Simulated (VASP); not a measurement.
Set up this calculation in VASP 6.6.1, as the native input.

* Task: single point
* Functional: B3LYP
* Potentials or basis: VASP PAW PBE potentials, release 64 (Zn, Se)
* Cutoff: 400 eV
* k mesh: 4 × 4 × 2
* Occupations: gaussian, width 0.01 eV
* Spin: no spin polarisation
* Dipole correction: no
* Grid for exact exchange (PRECFOCK): Normal
* Further INCAR settings: ALGO = Normal; EDIFF = 1e-06; NBANDS = 26
* Share of exact exchange: 0.2

Crystal: ZnSe.

```
Zn Se
1.0
     4.10770    0.00000    0.00000
     0.00000    4.10770    0.00000
     0.00000    0.00000    6.07035
Zn Se
2 2
Direct
  0.00000 0.00000 0.00000
  0.50000 0.50000 0.00000
  0.00000 0.50000 0.24628
  0.50000 0.00000 0.75372
```

One way to write it, as run:

POSCAR

```
ZnSe
1.0
    4.1077020000      0.0000000000      0.0000000000
    0.0000000000      4.1077020000      0.0000000000
    0.0000000000      0.0000000000      6.0703500000
Zn Se
2 2
Direct
    0.0000000000      0.0000000000      0.0000000000
    0.5000000000      0.5000000000      0.0000000000
    0.0000000000      0.5000000000      0.2462800003
    0.5000000000      0.0000000000      0.7537199997
```

INCAR.step1

```
SYSTEM = ZnSe
PREC = Accurate
ENCUT = 400
EDIFF = 1E-5
ISMEAR = 0
SIGMA = 0.01
LREAL = .False.
LASPH = .True.
NELM = 120
ALGO = Normal
ISIF = 2
LWAVE = .True.
NBANDS = 26
GGA = PE
GGA_COMPAT = .False.
```

INCAR.step2

```
SYSTEM = ZnSe
PREC = Accurate
ENCUT = 400
EDIFF = 1E-6
ISMEAR = 0
SIGMA = 0.01
LREAL = .False.
LASPH = .True.
NELM = 120
ALGO = Normal
ISIF = 2
LWAVE = .False.
LCHARG = .True.
GGA = B3
LHFCALC = .True.
AEXX = 0.2
AGGAX = 0.72
AGGAC = 0.81
ALDAC = 0.19
PRECFOCK = Normal
LELF = .True.
LVHAR = .True.
NBANDS = 26
ISTART = 1
GGA_COMPAT = .False.
```

KPOINTS

```
Automatic mesh
0
Gamma
  4 4 2
  0 0 0
```

Potentials or basis: VASP PAW PBE potentials, release 64 (Zn, Se).

Run with:

```bash
$ cat potpaw_PBE.64/Zn/POTCAR potpaw_PBE.64/Se/POTCAR > POTCAR
$ cp INCAR.step1 INCAR
$ mpirun -np 1 vasp_std > vasp.out
$ cp INCAR.step2 INCAR
$ mpirun -np 1 vasp_std > vasp.out
```

Results of the run:

```json
{
  "Pressure": "1.1 GPa",
  "Largest force": "0.091 eV/Å",
  "Band gap on the k mesh": "3.26 eV"
}
```

Caveat: the k points lie up to 0.52 Å⁻¹ apart; the PAW data sets were made with another functional, which shifts forces and pressure a little.

Wall time 23 min on 1 thread of Intel(R) Xeon(R) Platinum 8375C CPU @ 2.90GHz (Ice Lake) (shared host), peak memory 0.21 GiB.
